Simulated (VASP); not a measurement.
Runs of VASP 6.6.1 on BeTe. The structure is that of space group F-43m (No. 216), or close to it. The cells are those of the table. 

| task | cell | cutoff (eV) | ions in elastic constants | gap on the mesh (eV) | pressure (GPa) |
| --- | --- | --- | --- | --- | --- |
| single point | a = 3.947, b = 3.947, c = 3.929 Å, angles 59.8, 59.8, 90.0°, 2 atoms | 520 | - | (a) | -0.1 |
| single point | a = 3.967, b = 3.967, c = 3.936 Å, angles 59.7, 59.7, 90.0°, 2 atoms | 520 | - | 1.67 | -0.6 |
| single point | a = 3.908, b = 3.908, c = 3.926 Å, angles 60.2, 60.2, 90.0°, 2 atoms | 520 | - | 1.72 | 0.7 |
| single point | a = 3.947, b = 3.947, c = 3.932 Å, angles 59.9, 59.9, 90.0°, 2 atoms | 520 | - | 1.72 | -0.2 |
| single point | a = 3.908, b = 3.908, c = 3.924 Å, angles 60.1, 60.1, 90.0°, 2 atoms | 520 | - | 1.72 | 0.7 |
| single point | a = 3.967, b = 3.967, c = 3.930 Å, angles 59.7, 59.7, 90.0°, 2 atoms | 520 | - | 1.65 | -0.4 |
| single point | a = 3.928 Å, angles 60.0, 60.0, 90.0°, 2 atoms | 520 | - | 1.77 | 0.3 |
| single point | a = 3.849, b = 3.849, c = 3.920 Å, angles 60.6, 60.6, 90.0°, 2 atoms | 520 | - | (b) | 2.0 |
| single point | a = 3.928 Å, angles 60.0, 60.0, 90.0°, 2 atoms | 600 | - | 1.77 | 0.3 |
| single point | a = 3.888, b = 3.888, c = 3.924 Å, angles 60.3, 60.3, 90.0°, 2 atoms | 520 | - | (c) | 1.1 |

Alike in all rows: level LDA; potentials or basis VASP PAW LDA potentials, release 64 (Be, Te); no spin polarisation; k mesh 8 × 8 × 8; smearing gaussian 0.01 eV.

Question: Fill in the values left out.

Answer: (a) 1.71; (b) 1.55; (c) 1.66.

Caveats: spin-orbit coupling is left out, which moves the levels of the heavy elements.

A k mesh can miss the band edges, and the runs leave out spin-orbit coupling on Te.
